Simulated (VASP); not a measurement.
# HfN (P6_3/mmc) in VASP: notebook

The runs below take HfN through single point, with BLYP, PBEsol, LDA.

Program: VASP 6.6.1. These are calculated values, not measurements. Logs are shortened: lines on timing, memory, paths and dates and some standing lists are left out, and cuts for length are marked.

## Step 1: The cell of the first run

It takes space group P6_3/mmc (No. 194, hexagonal). The conventional cell has a = 3.134 Å, b = 3.134 Å, c = 5.417 Å, α = 90.00°, β = 90.00°, γ = 120.00°. Hf (site symmetry -6m2) has 6 N at 2.26 Å within 3.0 Å. N (site symmetry -3m) has 6 Hf at 2.26 Å and 2 N at 2.71 Å within 3.0 Å.

## Step 2: Single point, BLYP

INCAR

```
SYSTEM = HfN
  AGGAC = 1.0
  AGGAX = 1.0
  ALDAC = 0.0
  ALDAX = 1.0
  ALGO = Normal
  EDIFF = 1E-6
  ENCUT = 520
  GGA = B5
  ISIF = 2
  ISMEAR = -1
  LASPH = .True.
  LCHARG = .False.
  LREAL = .False.
  LWAVE = .False.
  NBANDS = 23
  NELM = 100
  PREC = Accurate
  SIGMA = 0.1
```

KPOINTS

```
k-points
0
Gamma
  7 7 4
  0 0 0
```

POSCAR

```
HfN
1.0
    3.1339080200      0.0000000000      0.0000000000
   -1.5669540100      2.7140439600      0.0000000000
    0.0000000000      0.0000000000      5.4167677200
Hf N
2 2
Direct
    0.6666666700      0.3333333300      0.7500000000
    0.3333333300      0.6666666700      0.2500000000
    0.0000000000      0.0000000000      0.0000000000
    0.0000000000      0.0000000000      0.5000000000
```

Potentials or basis: VASP PAW PBE potentials, release 64 (Hf_pv, N).

Started as:

```
> cat potpaw_PBE.64/Hf_pv/POTCAR potpaw_PBE.64/N/POTCAR > POTCAR
> mpirun -np 1 vasp_std > vasp.out
```

OUTCAR:

```text
SYSTEM = HfN
   EDIFF = 1E-6
   ENCUT = 520
   GGA = B5
   ISIF = 2
   ISMEAR = -1
   LASPH = .True.
   LREAL = .False.
   NELM = 100
   PREC = Accurate

 ion  position               nearest neighbor table
   1  0.667  0.333  0.750-   3 2.26   4 2.26   3 2.26   4 2.26   3 2.26   4 2.26   2 3.26   2 3.26
                             2 3.26   2 3.26   2 3.26   2 3.26
   2  0.333  0.667  0.250-   3 2.26   4 2.26   3 2.26   4 2.26   3 2.26   4 2.26   1 3.26   1 3.26
                             1 3.26   1 3.26   1 3.26   1 3.26
   3  0.000  0.000  0.000-   1 2.26   2 2.26   1 2.26   2 2.26   1 2.26   2 2.26
   4  0.000  0.000  0.500-   1 2.26   2 2.26   1 2.26   2 2.26   1 2.26   2 2.26

  LATTYP: Found a hexagonal cell.
 ALAT       =     3.1339080200
 C/A-ratio  =     1.7284386413

  Lattice vectors:

 A1 = (   3.1339080200,   0.0000000000,   0.0000000000)
 A2 = (  -1.5669540100,   2.7140439600,   0.0000000000)
 A3 = (   0.0000000000,   0.0000000000,   5.4167677200)

Analysis of symmetry for initial positions (statically):
=====================================================================
 Subroutine PRICEL returns:
 Original cell was already a primitive cell.

 Routine SETGRP: Setting up the symmetry group for a
 hexagonal supercell.

 Subroutine GETGRP returns: Found 24 space group operations
 (whereof 12 operations were pure point group operations)
 out of a pool of 24 trial point group operations.

The static configuration has the point symmetry D_3d.
 The point group associated with its full space group is D_6h.

Analysis of symmetry for dynamics (positions and initial velocities):
=====================================================================
 Subroutine PRICEL returns:
 Original cell was already a primitive cell.

 Routine SETGRP: Setting up the symmetry group for a
 hexagonal supercell.

 Subroutine GETGRP returns: Found 24 space group operations
 (whereof 12 operations were pure point group operations)
 out of a pool of 24 trial point group operations.

The dynamic configuration has the point symmetry D_3d.
 The point group associated with its full space group is D_6h.

 Subroutine INISYM returns: Found 24 space group operations
 (whereof 12 operations are pure point group operations),
 and found     1 'primitive' translations

----------------------------------------------------------------------------------------

                                     Primitive cell

  volume of cell :      46.0727

  direct lattice vectors                    reciprocal lattice vectors
     3.133908020  0.000000000  0.000000000     0.319090412  0.184226935  0.000000000
    -1.566954010  2.714043960  0.000000000     0.000000000  0.368453870  0.000000000
     0.000000000  0.000000000  5.416767720     0.000000000  0.000000000  0.184611940

  length of vectors
     3.133908020  3.133908021  5.416767720     0.368453870  0.368453870  0.184611940

  position of ions in fractional coordinates (direct lattice)
     0.666666670  0.333333330  0.750000000
     0.333333330  0.666666670  0.250000000
     0.000000000  0.000000000  0.000000000
     0.000000000  0.000000000  0.500000000

  ion indices of the primitive-cell ions
   primitive index   ion index
                 1           1
                 2           2
                 3           3
                 4           4

----------------------------------------------------------------------------------------

 KPOINTS: k-points

Automatic generation of k-mesh.
 Grid dimensions read from file:
 generate k-points for:    7    7    4

 Generating k-lattice:

  Cartesian coordinates                     Fractional coordinates (reciprocal lattice)
     0.045584345  0.026318134  0.000000000     0.142857143  0.000000000  0.000000000
     0.000000000  0.052636267  0.000000000     0.000000000  0.142857143  0.000000000
     0.000000000  0.000000000  0.046152985     0.000000000  0.000000000  0.250000000

  Length of vectors
     0.052636267  0.052636267  0.046152985

  Shift w.r.t. Gamma in fractional coordinates (k-lattice)
     0.000000000  0.000000000  0.000000000

 Subroutine IBZKPT returns following result:
 ===========================================

 Found     24 irreducible k-points:

 Following reciprocal coordinates:
            Coordinates               Weight
  0.000000  0.000000  0.000000      1.000000
  0.142857  0.000000  0.000000      6.000000
  0.285714  0.000000  0.000000      6.000000
  0.428571 -0.000000  0.000000      6.000000
  0.142857  0.142857  0.000000      6.000000
  0.285714  0.142857  0.000000     12.000000
[... 16 lines left out ...]
  0.428571  0.142857  0.500000      6.000000
  0.285714  0.285714  0.500000      6.000000
   k-points           NKPTS =     24   k-points in BZ     NKDIM =     24   number of bands    NBANDS=     23
   number of dos      NEDOS =    301   number of ions     NIONS =      4
   total plane-waves  NPLWV =  23040
   dimension x,y,z NGX =    24 NGY =   24 NGZ =   40
   dimension x,y,z NGXF=    48 NGYF=   48 NGZF=   80
   ions per type =               2   2
   NGX,Y,Z   is equivalent  to a cutoff of  12.73, 12.73, 12.28 a.u.
   NGXF,Y,Z  is equivalent  to a cutoff of  25.46, 25.46, 24.55 a.u.
 SYSTEM =  HfN
   PREC   = accura    normal or accurate (medium, high low for compatibility)
   ISTART =      0    job   : 0-new  1-cont  2-samecut
   ICHARG =      2    charge: 1-file 2-atom 10-const
   ISPIN  =      1    spin polarized calculation?
   LNONCOLLINEAR =      F non collinear calculations
   LSORBIT =      F    spin-orbit coupling
   LASPH  =      T    aspherical Exc in radial PAW
   ENCUT  =  520.0 eV  38.22 Ry    6.18 a.u.   5.83  5.83 10.07*2*pi/ulx,y,z
   NELM   =    100;   NELMIN=  2; NELMDL= -5     # of ELM steps
   EDIFF  = 0.1E-05   stopping-criterion for ELM
   LREAL  =      F    real-space projection
   EDIFFG = 0.1E-04   stopping-criterion for IOM
   NSW    =      0    number of steps for IOM
   IBRION =     -1    ionic relax: 0-MD 1-quasi-New 2-CG
   NFREE  =      0    steps in history (QN), initial steepest desc. (CG)
   ISIF   =      2    stress and relaxation
   ISYM   =      2    0-nonsym 1-usesym 2-fastsym
   POTIM  = 0.5000    time-step for ionic-motion
   TEBEG  =    0.0;   TEEND  =   0.0 temperature during run
   PSTRESS=    0.0 pullay stress
   NELECT =      30.0000    total number of electrons
   NUPDOWN=      -1.0000    fix difference up-down
   EMIN   =  10.00;   EMAX   =-10.00  energy-range for DOS
   EFERMI =   0.00;   METHOD = LEGACY
   ISMEAR =    -1;   SIGMA  =   0.10  broadening in eV -4-tet -1-fermi 0-gaus
   EFERMI_NEDOS =   21; number of points for ismear=-14 and -15
   IALGO  =     38    algorithm
   IMIX   =      4    mixing-type and parameters
     AMIX     =   0.40;   BMIX     =  1.00
     AMIX_MAG =   1.60;   BMIX_MAG =  1.00
  volume/ion in A,a.u.               =      11.52        77.73
  Fermi-wavevector in a.u.,A,eV,Ry     =   1.418951  2.681429 27.394278  2.013423
  Thomas-Fermi vector in A             =   2.540023
   LORBIT       =      0    0 simple, 1 ext, 2 COOP (PROOUT), +10 PAW based schemes
   GGA     = B5    functional components
   LHFCALC =     F    Hartree Fock is set to
   AEXX    =    0.0000 exact exchange contribution
   IVDW    =     0    specifies the selected vdW correction
   LEPSILON=     F    determine dielectric tensor
   LRPA    =     F    only Hartree local field effects (RPA)
 non-spin polarized calculation
  energy-cutoff  :      520.00
  volume of cell :       46.07
 maximum number of plane-waves:      1275
 NGX is ok and might be reduce to    24
   NGX = 11   NGY = 11   NGZ = 21

 number of electron      30.0000001 magnetization

 Free energy of the ion-electron system (eV)
  ---------------------------------------------------
  ext. energy  EPLUGINS =         0.00000000
  ---------------------------------------------------
  free energy    TOTEN  =       -39.84809684 eV

  energy without entropy =      -39.80379024  energy(sigma->0) =      -39.82594354

 E-fermi :   8.3104     XC(G=0): -12.0762

 val. band max:        8.2743161078   @ k =   0.1429   0.1429   0.5000
 cond. band min:       8.4311301765   @ k =   0.4286   0.1429   0.5000
 fundamental gap:      0.1568140687
 Fermi energy:         8.3103659941

 k-point     1 :       0.0000    0.0000    0.0000
  band No.  band energies     occupation
      1     -23.2613      2.00000
      2     -22.4085      2.00000
      3     -22.3052      2.00000
      4     -22.3052      2.00000
      5     -22.2452      2.00000
      6     -22.2452      2.00000
[... 15 lines left out ...]
     22      13.9619      0.00000
     23      13.9619      0.00000

 k-point     2 :       0.1429    0.0000    0.0000
  band No.  band energies     occupation
      1     -23.1907      2.00000
      2     -22.4746      2.00000
      3     -22.4155      2.00000
      4     -22.4018      2.00000
      5     -22.3556      2.00000
      6     -22.2629      2.00000
[... 15 lines left out ...]
     22      13.3481      0.00000
     23      13.9058      0.00000

 k-point     3 :       0.2857    0.0000    0.0000
  band No.  band energies     occupation
      1     -23.0125      2.00000
      2     -22.8546      2.00000
      3     -22.7178      2.00000
      4     -22.4549      2.00000
      5     -22.4482      2.00000
      6     -22.3149      2.00000
[... 15 lines left out ...]
     22      13.8466      0.00000
     23      13.9451      0.00000
[... 495 lines left out ...]
 k-point    23 :       0.4286    0.1429    0.5000
  band No.  band energies     occupation
      1     -23.1151      2.00000
      2     -23.1151      2.00000
      3     -22.6402      2.00000
      4     -22.6402      2.00000
      5     -22.4839      2.00000
      6     -22.4839      2.00000
[... 15 lines left out ...]
     22      14.3522      0.00000
     23      15.3166      0.00000

 k-point    24 :       0.2857    0.2857    0.5000
  band No.  band energies     occupation
      1     -23.0063      2.00000
      2     -23.0063      2.00000
      3     -22.7831      2.00000
      4     -22.7831      2.00000
      5     -22.4908      2.00000
      6     -22.4908      2.00000
[... 15 lines left out ...]
     22      14.4772      0.00000
     23      14.8432      0.00000

------------------------ aborting loop because EDIFF is reached ----------------------------------------

  FORCE on cell =-STRESS in cart. coord.  units (eV):
  Direction    XX          YY          ZZ          XY          YZ          ZX
  --------------------------------------------------------------------------------------
  -------------------------------------------------------------------------------------
  Total        3.6663167      3.6663167      4.2435855      0.0000000      0.0000000      0.0000000
  in kB      127.4961941    127.4961942    147.5707208      0.0000000      0.0000000      0.0000000
  external PRESSURE =     134.1877030 kB  Pullay stress =       0.0000000 kB

 VOLUME and BASIS-vectors are now :
 -----------------------------------------------------------------------------
  energy-cutoff  :      520.00
  volume of cell :       46.07
      direct lattice vectors                 reciprocal lattice vectors
     3.133908020  0.000000000  0.000000000     0.319090412  0.184226935  0.000000000
    -1.566954010  2.714043960  0.000000000     0.000000000  0.368453870  0.000000000
     0.000000000  0.000000000  5.416767720     0.000000000  0.000000000  0.184611940

 POSITION                                       TOTAL-FORCE (eV/Angst)
 -----------------------------------------------------------------------------------
      1.56695      0.90468      4.06258        -0.000000      0.000000      0.000000
     -0.00000      1.80936      1.35419         0.000000     -0.000000      0.000000
      0.00000      0.00000      0.00000         0.000000     -0.000000      0.000000
      0.00000      0.00000      2.70838         0.000000     -0.000000      0.000000
 -----------------------------------------------------------------------------------
    total drift:                               -0.000004      0.000002     -0.000000

  FREE ENERGIE OF THE ION-ELECTRON SYSTEM (eV)
  ---------------------------------------------------
  free  energy   TOTEN  =       -39.8480968357 eV

  energy  without entropy=      -39.8037902393  energy(sigma->0) =      -39.82594354
```

Run time: 29 s. Hardware: 1 thread of Intel Xeon Platinum 8259CL at 2.50GHz (Skylake/Cascade Lake), shared host; peak memory 0.17 GiB.

What came out:

- Free energy: -39.8481 eV
- Pressure: 13.4 GPa
- Band gap on the k mesh: zero (band 15 reaches 10.26 eV, above the bottom of band 16 at 8.09 eV)

Caveat: the PAW data sets were made with another functional, which shifts forces and pressure a little; spin-orbit coupling is left out, which moves the levels of the heavy elements.

## Step 3: Single point, PBEsol

INCAR

```
  ALGO = Normal
  EDIFF = 1E-6
  ENCUT = 520
  GGA = PS
  ISIF = 2
  ISMEAR = -1
  LASPH = True
  LCHARG = False
  LREAL = False
  LWAVE = False
  NBANDS = 23
  NELM = 100
  PREC = Accurate
  SIGMA = 0.1
```

KPOINTS

```
k-points
0
Gamma
  7 7 4
```

POSCAR is that of step 2.

Potentials or basis: VASP PAW PBE potentials, release 64 (Hf_pv, N).

Started as:

```
> cat potpaw_PBE.64/Hf_pv/POTCAR potpaw_PBE.64/N/POTCAR > POTCAR
> mpirun -np 1 vasp_std > vasp.out
```

Wall time 17 s (1 thread of Intel Xeon Platinum 8259CL at 2.50GHz (Skylake/Cascade Lake), shared host); peak memory 0.17 GiB.

Results (log left out):

```yaml
Free_energy: -45.8643 eV
Pressure: -4.3 GPa
Band_gap_on_the_k_mesh: zero (band 15 reaches 9.62 eV, above the bottom of band 16 at 7.37 eV)
```

Stress tensor (GPa, compression positive):
```
-4.16  0.00  0.00
 0.00 -4.16  0.00
 0.00  0.00 -4.72
```

Levels at points of the mesh, in eV from the Fermi level:
```tsv
k point	band 11	band 12	band 13	band 14	band 15	band 16	band 17	band 18	band 19	band 20
(0.00, 0.00, 0.00)	-4.55	-3.40	-3.40	-1.53	-0.46	0.88	0.88	1.23	2.01	2.01
(0.00, 0.00, 0.50)	-4.20	-4.20	-4.20	-4.20	2.03	2.03	3.08	3.08	3.08	3.08
```

Caveat: the PAW data sets were made with another functional, which shifts forces and pressure a little; spin-orbit coupling is left out, which moves the levels of the heavy elements.

## Step 4: Single point, LDA

INCAR

```
PREC = Accurate
ENCUT = 520
EDIFF = 1E-6
ISMEAR = -1
SIGMA = 0.1
LREAL = F
LASPH = T
NELM = 100
ALGO = Normal
ISIF = 2
LWAVE = F
LCHARG = T
LELF = T
LVHAR = T
NBANDS = 23
```

KPOINTS

```
regular mesh
0
Gamma
  7 7 4
```

POSCAR is that of step 3.

Potentials or basis: VASP PAW LDA potentials, release 64 (Hf_pv, N).

Started as:

```
> cat potpaw_LDA.64/Hf_pv/POTCAR potpaw_LDA.64/N/POTCAR > POTCAR
> mpirun -np 1 vasp_std > vasp.out
```

It took 16 s on 1 thread of Intel Xeon Platinum 8259CL at 2.50GHz (Skylake/Cascade Lake), shared host; peak memory 0.15 GiB.

It converged, with:

* Free energy: -47.5596 eV
* Pressure: -9.9 GPa
* Band gap on the k mesh: zero (band 15 reaches 9.60 eV, above the bottom of band 16 at 7.38 eV)

Stress tensor (GPa, compression positive):
```
 -9.79   0.00   0.00
  0.00  -9.79   0.00
  0.00   0.00 -10.18
```

Levels at points of the mesh, in eV from the Fermi level:
```csv
k point,band 13,band 14,band 15,band 16,band 17,band 18
"(0.00, 0.00, 0.00)",-3.40,-1.52,-0.49,0.85,0.85,1.37
"(0.00, 0.00, 0.50)",-4.20,-4.20,2.00,2.00,3.03,3.03
```

Caveat: spin-orbit coupling is left out, which moves the levels of the heavy elements.

## Step 5: The runs side by side

| level | potentials or basis | gap on the mesh (eV) | pressure (GPa) |
| --- | --- | --- | --- |
| BLYP | VASP PAW PBE potentials, release 64 (Hf_pv, N) | none | 13.4 |
| PBEsol | VASP PAW PBE potentials, release 64 (Hf_pv, N) | none | -4.3 |
| LDA | VASP PAW LDA potentials, release 64 (Hf_pv, N) | none | -9.9 |

Alike in all rows: task single point; no spin polarisation; cell as given; k mesh 7 × 7 × 4; cutoff (eV) 520; smearing fermi-dirac 0.1 eV.

Caveats: spin-orbit coupling is left out, which moves the levels of the heavy elements; the PAW data sets were made with another functional, which shifts forces and pressure a little (some runs).

Absolute energies hang on the potentials; compare differences alone.
